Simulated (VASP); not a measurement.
# Ni (Fm-3m) in VASP: further runs

The runs below take Ni through single point, with PBE.

All numbers are computed with VASP 6.6.1; they aren't measurements. Logs are shortened: lines on timing, memory, paths and dates and some standing lists are left out, and cuts for length are marked.

## (1) The cell of the first run

It takes space group Fm-3m (No. 225, cubic). The conventional cell has a = 3.556 Å, b = 3.556 Å, c = 3.556 Å, α = 90.00°, β = 90.00°, γ = 90.00°. Within 3.3 Å of Ni (site symmetry m-3m) lie 12 Ni at 2.51 Å.

## (2) Single point, PBE, collinear spin, antiferromagnetic start

INCAR reads:

```
SYSTEM = Ni
ALGO = Normal
EDIFF = 1E-6
ENCUT = 520
GGA = PE
ISIF = 2
ISMEAR = -1
ISPIN = 2
LASPH = .TRUE.
LCHARG = .FALSE.
LMAXMIX = 4
LORBIT = 11
LREAL = .FALSE.
LWAVE = .FALSE.
MAGMOM = 2 -2
NBANDS = 21
NELM = 150
PREC = Accurate
SIGMA = 0.1
```

KPOINTS reads:

```
k-points
0
G
  13 13 13
  0 0 0
```

POSCAR reads:

```
Ni
1.0
    3.5560000000      1.7780000000      1.7780000000
    1.7780000000      3.5560000000      1.7780000000
    1.7780000000      1.7780000000      3.5560000000
Ni
2
Direct
    0.0000000000      0.0000000000      0.0000000000
    0.5000000000      0.5000000000      0.5000000000
```

Potentials or basis: VASP PAW PBE potentials, release 64 (Ni).

Launch:

```
$ cat potpaw_PBE.64/Ni/POTCAR > POTCAR
$ mpirun -np 1 vasp_std > vasp.out
```

OUTCAR:

```text
SYSTEM = Ni
   EDIFF = 1E-6
   ENCUT = 520
   GGA = PE
   ISIF = 2
   ISMEAR = -1
   ISPIN = 2
   LASPH = .TRUE.
   LORBIT = 11
   LREAL = .FALSE.
   NELM = 150
   PREC = Accurate

 ion  position               nearest neighbor table
   1  0.000  0.000  0.000-   2 2.51   2 2.51   2 2.51   2 2.51   2 2.51   2 2.51
   2  0.500  0.500  0.500-   1 2.51   1 2.51   1 2.51   1 2.51   1 2.51   1 2.51

  LATTYP: Found a trigonal (rhomboedric) cell.
 ALAT       =     4.3551927627
 COS(alpha) =     0.8333333333

  Lattice vectors:

 A1 = (   3.5560000000,   1.7780000000,   1.7780000000)
 A2 = (   1.7780000000,   3.5560000000,   1.7780000000)
 A3 = (   1.7780000000,   1.7780000000,   3.5560000000)

Analysis of symmetry for initial positions (statically):
=====================================================================
 Subroutine PRICEL returns following result:

  LATTYP: Found a face centered cubic cell.
 ALAT       =     3.5560000000

  Lattice vectors:

 A1 = (   0.0000000000,  -1.7780000000,   1.7780000000)
 A2 = (  -1.7780000000,   0.0000000000,   1.7780000000)
 A3 = (  -1.7780000000,  -1.7780000000,   0.0000000000)

   2 primitive cells build up your supercell.

 Routine SETGRP: Setting up the symmetry group for a
 trigonal (rhombohedral) supercell.

 Subroutine GETGRP returns: Found 12 space group operations
 (whereof 12 operations were pure point group operations)
 out of a pool of 12 trial point group operations.

The static configuration has the point symmetry D_3d.

Analysis of symmetry for dynamics (positions and initial velocities):
=====================================================================
 Subroutine PRICEL returns following result:

  LATTYP: Found a face centered cubic cell.
 ALAT       =     3.5560000000

  Lattice vectors:

 A1 = (   0.0000000000,  -1.7780000000,   1.7780000000)
 A2 = (  -1.7780000000,   0.0000000000,   1.7780000000)
 A3 = (  -1.7780000000,  -1.7780000000,   0.0000000000)

   2 primitive cells build up your supercell.

 Routine SETGRP: Setting up the symmetry group for a
 trigonal (rhombohedral) supercell.

 Subroutine GETGRP returns: Found 12 space group operations
 (whereof 12 operations were pure point group operations)
 out of a pool of 12 trial point group operations.

The dynamic configuration has the point symmetry D_3d.

Analysis of structural, dynamic, and magnetic symmetry:
=====================================================================
 Subroutine PRICEL returns following result:

  LATTYP: Found a face centered cubic cell.
 ALAT       =     3.5560000000

  Lattice vectors:

 A1 = (   0.0000000000,  -1.7780000000,   1.7780000000)
 A2 = (  -1.7780000000,   0.0000000000,   1.7780000000)
 A3 = (  -1.7780000000,  -1.7780000000,   0.0000000000)

   2 primitive cells build up your supercell.

 Routine SETGRP: Setting up the symmetry group for a
 trigonal (rhombohedral) supercell.

 Subroutine GETGRP returns: Found 12 space group operations
 (whereof 12 operations were pure point group operations)
 out of a pool of 12 trial point group operations.

The overall configuration has the point symmetry D_3d.

 Subroutine INISYM returns: Found 12 space group operations
 (whereof 12 operations are pure point group operations),
 and found     2 'primitive' translations

----------------------------------------------------------------------------------------

                                     Primitive cell

  volume of cell :      11.2415

  direct lattice vectors                    reciprocal lattice vectors
     0.000000000 -1.778000000  1.778000000     0.281214848 -0.281214848  0.281214848
    -1.778000000  0.000000000  1.778000000    -0.281214848  0.281214848  0.281214848
    -1.778000000 -1.778000000  0.000000000    -0.281214848 -0.281214848 -0.281214848

  length of vectors
     2.514471714  2.514471714  2.514471714     0.487078405  0.487078405  0.487078405

  position of ions in fractional coordinates (direct lattice)
     0.000000000  0.000000000  0.000000000

  ion indices of the primitive-cell ions
   primitive index   ion index
                 1           1

----------------------------------------------------------------------------------------

 KPOINTS: k-points

Automatic generation of k-mesh.
 Grid dimensions read from file:
 generate k-points for:   13   13   13

 Generating k-lattice:

  Cartesian coordinates                     Fractional coordinates (reciprocal lattice)
     0.032447867 -0.010815956 -0.010815956     0.076923077 -0.000000000 -0.000000000
    -0.010815956  0.032447867 -0.010815956    -0.000000000  0.076923077 -0.000000000
    -0.010815956 -0.010815956  0.032447867     0.000000000  0.000000000  0.076923077

  Length of vectors
     0.035872467  0.035872467  0.035872467

  Shift w.r.t. Gamma in fractional coordinates (k-lattice)
     0.000000000  0.000000000  0.000000000

 Subroutine IBZKPT returns following result:
 ===========================================

 Found    231 irreducible k-points:

 Following reciprocal coordinates:
            Coordinates               Weight
  0.000000  0.000000  0.000000      1.000000
  0.076923 -0.000000 -0.000000      6.000000
  0.153846 -0.000000 -0.000000      6.000000
  0.230769 -0.000000 -0.000000      6.000000
  0.307692 -0.000000 -0.000000      6.000000
  0.384615 -0.000000 -0.000000      6.000000
[... 16 lines left out ...]
  0.384615  0.153846  0.000000     12.000000
  0.461538  0.153846 -0.000000     12.000000
 [... further k-points ...]
   k-points           NKPTS =    231   k-points in BZ     NKDIM =    231   number of bands    NBANDS=     21
   number of dos      NEDOS =    301   number of ions     NIONS =      2
   total plane-waves  NPLWV =  32768
   dimension x,y,z NGX =    32 NGY =   32 NGZ =   32
   dimension x,y,z NGXF=    64 NGYF=   64 NGZF=   64
   ions per type =               2
   NGX,Y,Z   is equivalent  to a cutoff of  12.22, 12.22, 12.22 a.u.
   NGXF,Y,Z  is equivalent  to a cutoff of  24.43, 24.43, 24.43 a.u.
 SYSTEM =  Ni
   PREC   = accura    normal or accurate (medium, high low for compatibility)
   ISTART =      0    job   : 0-new  1-cont  2-samecut
   ICHARG =      2    charge: 1-file 2-atom 10-const
   ISPIN  =      2    spin polarized calculation?
   LNONCOLLINEAR =      F non collinear calculations
   LSORBIT =      F    spin-orbit coupling
   LASPH  =      T    aspherical Exc in radial PAW
   ENCUT  =  520.0 eV  38.22 Ry    6.18 a.u.   8.10  8.10  8.10*2*pi/ulx,y,z
   NELM   =    150;   NELMIN=  2; NELMDL= -5     # of ELM steps
   EDIFF  = 0.1E-05   stopping-criterion for ELM
   LREAL  =      F    real-space projection
   EDIFFG = 0.1E-04   stopping-criterion for IOM
   NSW    =      0    number of steps for IOM
   IBRION =     -1    ionic relax: 0-MD 1-quasi-New 2-CG
   NFREE  =      0    steps in history (QN), initial steepest desc. (CG)
   ISIF   =      2    stress and relaxation
   ISYM   =      2    0-nonsym 1-usesym 2-fastsym
   POTIM  = 0.5000    time-step for ionic-motion
   TEBEG  =    0.0;   TEEND  =   0.0 temperature during run
   PSTRESS=    0.0 pullay stress
   NELECT =      20.0000    total number of electrons
   NUPDOWN=      -1.0000    fix difference up-down
   EMIN   =  10.00;   EMAX   =-10.00  energy-range for DOS
   EFERMI =   0.00;   METHOD = LEGACY
   ISMEAR =    -1;   SIGMA  =   0.10  broadening in eV -4-tet -1-fermi 0-gaus
   EFERMI_NEDOS =   21; number of points for ismear=-14 and -15
   IALGO  =     38    algorithm
   IMIX   =      4    mixing-type and parameters
     AMIX     =   0.40;   BMIX     =  1.00
     AMIX_MAG =   1.60;   BMIX_MAG =  1.00
  volume/ion in A,a.u.               =      11.24        75.86
  Fermi-wavevector in a.u.,A,eV,Ry     =   1.574465  2.975308 33.728037  2.478941
  Thomas-Fermi vector in A             =   2.675595
   LORBIT       =     11    0 simple, 1 ext, 2 COOP (PROOUT), +10 PAW based schemes
   GGA     = PE    functional components
   LHFCALC =     F    Hartree Fock is set to
   AEXX    =    0.0000 exact exchange contribution
   IVDW    =     0    specifies the selected vdW correction
   LEPSILON=     F    determine dielectric tensor
   LRPA    =     F    only Hartree local field effects (RPA)
 spin polarized calculation
  energy-cutoff  :      520.00
  volume of cell :       22.48
 maximum number of plane-waves:       617
   NGX = 17   NGY = 17   NGZ = 17

 number of electron      20.0000014 magnetization       0.0000000

 number of electron      20.0000014 magnetization      -0.0000000

 Free energy of the ion-electron system (eV)
  ---------------------------------------------------
  ext. energy  EPLUGINS =         0.00000000
  ---------------------------------------------------
  free energy    TOTEN  =       -10.91267109 eV

  energy without entropy =      -10.73026585  energy(sigma->0) =      -10.82146847

 E-fermi :   8.7572     XC(G=0): -13.0621

 val. band max:        8.7526210050   @ k =  -0.2308   0.4615   0.2308
 cond. band min:       8.7582962192   @ k =  -0.2308   0.3846   0.1538
 fundamental gap:      0.0056752142
 Fermi energy:         8.7571768473

 spin component 1

 k-point     1 :       0.0000    0.0000    0.0000
  band No.  band energies     occupation
      1       0.1183      1.00000
      2       4.4970      1.00000
      3       6.9251      1.00000
      4       6.9251      1.00000
      5       6.9697      1.00000
      6       6.9697      1.00000
[... 13 lines left out ...]
     20      35.9646      0.00000
     21      35.9649      0.00000

 k-point     2 :       0.0769   -0.0000   -0.0000
  band No.  band energies     occupation
      1       0.3253      1.00000
      2       4.6251      1.00000
      3       6.8250      1.00000
      4       6.9038      1.00000
      5       7.0060      1.00000
      6       7.0212      1.00000
[... 13 lines left out ...]
     20      35.7601      0.00000
     21      37.3411      0.00000

 k-point     3 :       0.1538   -0.0000   -0.0000
  band No.  band energies     occupation
      1       0.9326      1.00000
      2       4.9746      1.00000
      3       6.5360      1.00000
      4       6.7246      1.00000
      5       7.1413      1.00000
      6       7.1571      1.00000
[... 13 lines left out ...]
     20      35.4929      0.00000
     21      39.1962      0.00000
[... 457 lines left out ...]
 k-point    23 :       0.3846    0.1538    0.0000
  band No.  band energies     occupation
      1       3.6822      1.00000
      2       5.6884      1.00000
      3       6.1726      1.00000
      4       6.1905      1.00000
      5       6.1966      1.00000
      6       6.9133      1.00000
[... 13 lines left out ...]
     20      36.4166      0.00000
     21      37.4632      0.00000

 k-point    24 :       0.4615    0.1538   -0.0000
  band No.  band energies     occupation
      1       4.7245      1.00000
      2       5.7752      1.00000
      3       5.9056      1.00000
      4       5.9944      1.00000
      5       6.4817      1.00000
      6       6.6854      1.00000
[... 13 lines left out ...]
     20      35.7536      0.00000
     21      37.0314      0.00000

 [... further k-points ...]

 spin component 2

 k-point     1 :       0.0000    0.0000    0.0000
  band No.  band energies     occupation
      1       0.1183      1.00000
      2       4.4970      1.00000
      3       6.9251      1.00000
      4       6.9251      1.00000
      5       6.9697      1.00000
      6       6.9697      1.00000
[... 13 lines left out ...]
     20      35.9645      0.00000
     21      35.9649      0.00000

 k-point     2 :       0.0769   -0.0000   -0.0000
  band No.  band energies     occupation
      1       0.3253      1.00000
      2       4.6251      1.00000
      3       6.8250      1.00000
      4       6.9038      1.00000
      5       7.0060      1.00000
      6       7.0212      1.00000
[... 13 lines left out ...]
     20      35.7601      0.00000
     21      37.3411      0.00000

 k-point     3 :       0.1538   -0.0000   -0.0000
  band No.  band energies     occupation
      1       0.9326      1.00000
      2       4.9746      1.00000
      3       6.5360      1.00000
      4       6.7246      1.00000
      5       7.1413      1.00000
      6       7.1571      1.00000
[... 13 lines left out ...]
     20      35.4929      0.00000
     21      39.1962      0.00000
[... 457 lines left out ...]
 k-point    23 :       0.3846    0.1538    0.0000
  band No.  band energies     occupation
      1       3.6822      1.00000
      2       5.6884      1.00000
      3       6.1726      1.00000
      4       6.1905      1.00000
      5       6.1966      1.00000
      6       6.9133      1.00000
[... 13 lines left out ...]
     20      36.4166      0.00000
     21      37.4632      0.00000

 k-point    24 :       0.4615    0.1538   -0.0000
  band No.  band energies     occupation
      1       4.7245      1.00000
      2       5.7752      1.00000
      3       5.9056      1.00000
      4       5.9944      1.00000
      5       6.4817      1.00000
      6       6.6854      1.00000
[... 13 lines left out ...]
     20      35.7536      0.00000
     21      37.0314      0.00000

 [... further k-points ...]
[... 5 lines left out ...]
  --------------------------------------------------------------------------------------
  -------------------------------------------------------------------------------------
  Total       -0.8818530     -0.8818530     -0.8818530     -0.0024129     -0.0024129     -0.0024129
  in kB      -62.8422213    -62.8422213    -62.8422213     -0.1719466     -0.1719466     -0.1719466
  external PRESSURE =     -62.8422213 kB  Pullay stress =       0.0000000 kB

 VOLUME and BASIS-vectors are now :
 -----------------------------------------------------------------------------
  energy-cutoff  :      520.00
  volume of cell :       22.48
      direct lattice vectors                 reciprocal lattice vectors
     3.556000000  1.778000000  1.778000000     0.421822272 -0.140607424 -0.140607424
     1.778000000  3.556000000  1.778000000    -0.140607424  0.421822272 -0.140607424
     1.778000000  1.778000000  3.556000000    -0.140607424 -0.140607424  0.421822272

 POSITION                                       TOTAL-FORCE (eV/Angst)
 -----------------------------------------------------------------------------------
      0.00000      0.00000      0.00000        -0.000000      0.000000      0.000000
      3.55600      3.55600      3.55600         0.000000     -0.000000     -0.000000
 -----------------------------------------------------------------------------------
    total drift:                               -0.000000      0.000000     -0.000000

  FREE ENERGIE OF THE ION-ELECTRON SYSTEM (eV)
  ---------------------------------------------------
  free  energy   TOTEN  =       -10.9126710938 eV

  energy  without entropy=      -10.7302658474  energy(sigma->0) =      -10.82146847

 total charge

# of ion       s       p       d       tot
------------------------------------------
    1        0.480   0.465   8.311   9.256
    2        0.480   0.465   8.311   9.256
--------------------------------------------------
tot          0.961   0.930  16.622  18.512

 magnetization (x)

# of ion       s       p       d       tot
------------------------------------------
    1       -0.000  -0.000   0.000   0.000
    2        0.000   0.000  -0.000  -0.000
--------------------------------------------------
tot          0.000   0.000   0.000   0.000
```

It took 4.1 min on 1 thread of Intel Xeon 6975P-C (Granite Rapids), shared host; peak memory 0.31 GiB.

Results:

```yaml
Free_energy: -10.9127 eV
Pressure: -6.3 GPa
Band_gap_on_the_k_mesh: zero (filled and empty bands overlap)
Net_moment: 0.00 μB per cell
Valence_electrons_inside_the_program's_atomic_spheres: Ni 9.26
```

Caveat: the starting moments collapsed, and a magnetic state may lie lower.

## (3) Single point, PBE, collinear spin, ferromagnetic start

INCAR reads:

```
SYSTEM = Ni
ALGO     = Normal         ! electronic algorithm
EDIFF    = 1E-6           ! SCF threshold, eV
ENCUT    = 520            ! plane-wave cutoff, eV
GGA      = PE             ! functional
ISIF     = 2              ! what is computed and relaxed
ISMEAR   = -1             ! smearing method
ISPIN    = 2              ! spin polarisation
LASPH    = .True.         ! aspherical terms in the spheres
LCHARG   = .False.        ! write CHGCAR
LMAXMIX  = 4              ! l up to which the mixer works
LORBIT   = 11             ! projections on sites
LREAL    = .False.        ! projectors in reciprocal space
LWAVE    = .False.        ! write WAVECAR
MAGMOM   = 2 2            ! initial moments
NBANDS   = 21             ! bands
NELM     = 150            ! most SCF steps
PREC     = Accurate       ! precision mode
SIGMA    = 0.1            ! smearing width, eV
```

KPOINTS reads:

```
k-points
0
Gamma
  13 13 13
  0 0 0
```

POSCAR is that of step 2.

Potentials or basis: VASP PAW PBE potentials, release 64 (Ni).

Launch:

```
$ cat potpaw_PBE.64/Ni/POTCAR > POTCAR
$ mpirun -np 1 vasp_std > vasp.out
```

Wall time 2.2 min (1 thread of Intel Xeon 6975P-C (Granite Rapids), shared host); peak memory 0.3 GiB.

Results (log left out):

- Free energy: -10.9861 eV
- Pressure: -5.6 GPa
- Net moment: 1.25 μB per cell
- Site moments: Ni +0.64 μB
- Valence electrons inside the program's atomic spheres: Ni 9.25

Stress tensor (GPa, compression positive):
```
-5.57  0.05  0.05
 0.05 -5.57  0.05
 0.05  0.05 -5.57
```

Levels at points of the mesh, in eV from the Fermi level:
Spin up:
| k point | band 7 | band 8 | band 9 | band 10 | band 11 | band 12 | band 13 | band 14 | band 15 | band 16 |
| --- | --- | --- | --- | --- | --- | --- | --- | --- | --- | --- |
| (0.00, 0.00, 0.00) | -2.32 | -1.22 | -1.22 | -0.59 | -0.59 | -0.22 | 5.45 | 21.96 | 23.45 | 24.12 |
Spin down:
```tsv
k point	band 7	band 8	band 9	band 10	band 11	band 12
(0.00, 0.00, 0.00)	-1.59	-0.63	-0.63	-0.29	0.15	0.15
```
